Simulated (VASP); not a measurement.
Write the native input for VASP 6.6.1 that does the following.

- Task: relaxation of cell and atoms
- Functional: PBE
- Potentials or basis: VASP PAW PBE potentials, release 64 (Be, Cd, Se)
- Cutoff: 600 eV
- k mesh: 6 × 6 × 2
- Occupations: gaussian, width 0.1 eV
- Spin: no spin polarisation
- Dipole correction: no
- Further INCAR settings: ALGO = Normal; EDIFF = 1e-07; IBRION = 2; EDIFFG = -0.04; NSW = 90; ISIF = 3

The structure of BeCd2Se3 lies in POSCAR:

```
BeCd2Se3
1.0
    3.7087258783      0.0000000000      0.0000000000
    0.0000000000      3.7087258783      0.0000000000
    0.0000000000      0.0000000000     11.4943167251
Be Cd Se
1 2 3
Direct
    0.0000000000      0.0000000000      0.0000000000
    0.5000000000      0.0000000000      0.4073554824
    0.0000000000      0.5000000000      0.5926445176
    0.5000000000      0.0000000000      0.6565040618
    0.0000000000      0.5000000000      0.3434959382
    0.5000000000      0.5000000000      0.0000000000
```

The cell was built from a structure type or drawn by symmetry, and may not be a known phase.

One way to write it, as run:

INCAR

```
PREC = Accurate
ENCUT = 600
EDIFF = 1E-7
ISMEAR = 0
SIGMA = 0.1
LREAL = False
LASPH = True
NELM = 80
ALGO = Normal
ISIF = 3
LWAVE = False
LCHARG = False
GGA = PE
IBRION = 2
NSW = 90
EDIFFG = -0.04
```

KPOINTS

```
regular mesh
0
Gamma
  6 6 2
```

Potentials or basis: VASP PAW PBE potentials, release 64 (Be, Cd, Se).

Run with:

```sh
$ cat potpaw_PBE.64/Be/POTCAR potpaw_PBE.64/Cd/POTCAR potpaw_PBE.64/Se/POTCAR > POTCAR
$ mpirun -np 1 vasp_std > vasp.out
```

Results of the run:

| Quantity | Value |
| --- | --- |
| Relaxed volume | 26.45 Å³/atom |
| Relaxed cell | a = 3.712 Å, b = 3.712 Å, c = 11.519 Å, α = 90.00°, β = 90.00°, γ = 90.00° |
| Space group after relaxing (to 0.1 Å) | P-4m2 (No. 115) |
| Energy gained by relaxing | 0.1 meV/atom |
| Ionic steps | 2 |
| Pressure after relaxing | 0.0 GPa |
| Largest force after relaxing | 0.011 eV/Å |
| Band gap on the k mesh | zero (bands 22 and 23 overlap by 0.34 eV) |

Caveat: semilocal functionals underestimate gaps, so a narrow gap can read as zero.

It took 2.5 min on 1 thread of Intel(R) Xeon(R) Platinum 8259CL CPU @ 2.50GHz (Skylake/Cascade Lake), on a shared host, peak memory 0.35 GiB.
